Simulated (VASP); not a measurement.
A run of VASP 6.6.1 is set up as follows.

File POSCAR:

```
GaSb
1.0
    0.0000000000      2.9965539066      2.9965539066
    2.9965539066      0.0000000000      2.9965539066
    2.9965539066      2.9965539066      0.0000000000
Sb Ga
1 1
Direct
    0.7500000000      0.7500000000      0.7500000000
    0.0000000000      0.0000000000      0.0000000000
```

INCAR.step1

```
  PREC = Accurate
  ENCUT = 520
  EDIFF = 1E-5
  ISMEAR = -1
  SIGMA = 0.05
  LREAL = F
  LASPH = T
  NELM = 100
  ALGO = Normal
  ISIF = 2
  LWAVE = T
  LCHARG = F
  NBANDS = 16
  GGA = PE
```

File INCAR.step2:

```
  PREC = Accurate
  ENCUT = 520
  EDIFF = 1E-6
  ISMEAR = -1
  SIGMA = 0.05
  LREAL = F
  LASPH = T
  NELM = 100
  ALGO = Normal
  ISIF = 2
  LWAVE = F
  LCHARG = F
  METAGGA = R2SCAN
  LHFCALC = T
  AEXX = 0.5
  LMIXTAU = T
  PRECFOCK = Normal
  NBANDS = 16
  ISTART = 1
```

KPOINTS

```
regular mesh
0
Gamma
  4 4 4
```

Potentials or basis: VASP PAW PBE potentials, release 64 (Sb, Ga_d).

The run is started by

```bash
$ cat potpaw_PBE.64/Sb/POTCAR potpaw_PBE.64/Ga_d/POTCAR > POTCAR
$ cp INCAR.step1 INCAR
$ mpirun -np 1 vasp_std > vasp.out
$ cp INCAR.step2 INCAR
$ mpirun -np 1 vasp_std > vasp.out
```

**Question.** Predict the band gap on the k mesh.

**Answer.** 3.67 eV (least direct gap 4.07 eV).

**Question.** What does it give for the pressure?

**Answer.** 0.0 GPa.

Caveat: the k points lie up to 0.45 Å⁻¹ apart; the PAW data sets were made with another functional, which shifts forces and pressure a little; spin-orbit coupling is left out, which moves the levels of the heavy elements. A k mesh can miss the band edges.
